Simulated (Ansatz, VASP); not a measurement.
## One calculation of SiC7, two programs

```
C Si
1.0
    -3.84901   -3.84885    0.00006
     0.02176    3.82703    3.79864
    -3.80354    3.80344   -3.79683
C Si
21 3
Direct
  0.52294 0.97953 0.01704
  0.95730 0.97958 0.01701
  0.83601 0.17144 0.66845
  0.68288 0.34046 0.33305
  0.15816 0.34045 0.33305
  0.00084 0.50114 0.99144
  0.84842 0.67080 0.65758
  0.32291 0.67078 0.65757
  0.66847 0.83639 0.35815
  0.16035 0.82013 0.32225
  0.83059 0.16056 0.91885
  0.70509 0.35086 0.57215
  0.14633 0.35084 0.57214
  0.50776 0.51497 0.28596
  0.00167 0.50276 0.23353
  0.31172 0.66851 0.89957
  0.85734 0.66856 0.89959
  0.67111 0.84164 0.58903
  0.15443 0.80829 0.55555
  0.50870 0.99226 0.25738
  0.98417 0.99227 0.25737
  0.33681 0.17303 0.63306
  0.51943 0.53832 0.01313
  0.30848 0.11624 0.94432
```

Alike in both runs: functional PBE; k mesh 4 × 4 × 3; occupations gaussian, width 0.1 eV; no spin polarisation.

Ansatz relaxed the structure, and its values are those at the end. VASP's run is a single point on that final structure, the one shown.

|  | VASP | Ansatz |
| --- | --- | --- |
| version | VASP 6.6.1 | Ansatz 0.2.0 |
| potentials or method | VASP PAW PBE potentials, release 64 (C, Si), cutoff 520 eV | scalar-relativistic, plane waves, PAW |
| valence electrons in the cell | 96 | 96 |

VASP gave:

* gap on the k mesh at the Fermi level (eV): 1.20
* least direct gap on the mesh (eV): 1.30
* pressure (GPa): 0.1
* rms of the force components (eV/Å): 0.013

**Question.** Estimate Ansatz's values.

**Answer.** gap on the k mesh at the Fermi level (eV): 1.22; least direct gap on the mesh (eV): 1.31; pressure (GPa): -0.1; rms of the force components (eV/Å): 0.006.

The functional is the same, so the differences come from potentials, cutoffs and numerics.
